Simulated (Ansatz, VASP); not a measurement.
One calculation of KCl, two programs

```
K Cl
1.0
     0.00000    3.40859    2.90361
     3.40859    0.00000    2.90361
     3.40859    3.40859    0.00000
K Cl
1 1
Direct
  0.00000 0.00000 0.00000
  0.50000 0.50000 0.50000
```

Change from the starting cell: strain +0.080 along x and y, -0.080 along z, atoms carried along.

Alike in both runs: task single point; functional PBEsol; k mesh 6 × 6 × 6; occupations gaussian, width 0.05 eV; no spin polarisation.

|  | VASP | Ansatz |
| --- | --- | --- |
| version | VASP 6.6.1 | Ansatz 0.2.0 |
| potentials or method | VASP PAW PBE potentials, release 64 (K_sv, Cl), cutoff 520 eV | scalar-relativistic, plane waves, PAW |
| valence electrons in the cell | 16 | 16 |

```tsv
	VASP	Ansatz	Ansatz less VASP
gap on the k mesh at the Fermi level (eV)	4.66	4.66	+0.005
least direct gap on the mesh (eV)	4.66	4.66	+0.005
pressure (GPa)	-0.2	-0.3	-0.04
traceless stress, the component that is largest in VASP (GPa)	3.57	3.48	-0.086
```

VASP's potentials were made for PBE, not for PBEsol. With one functional, cell and mesh, what is left measures potentials, basis and numerics.
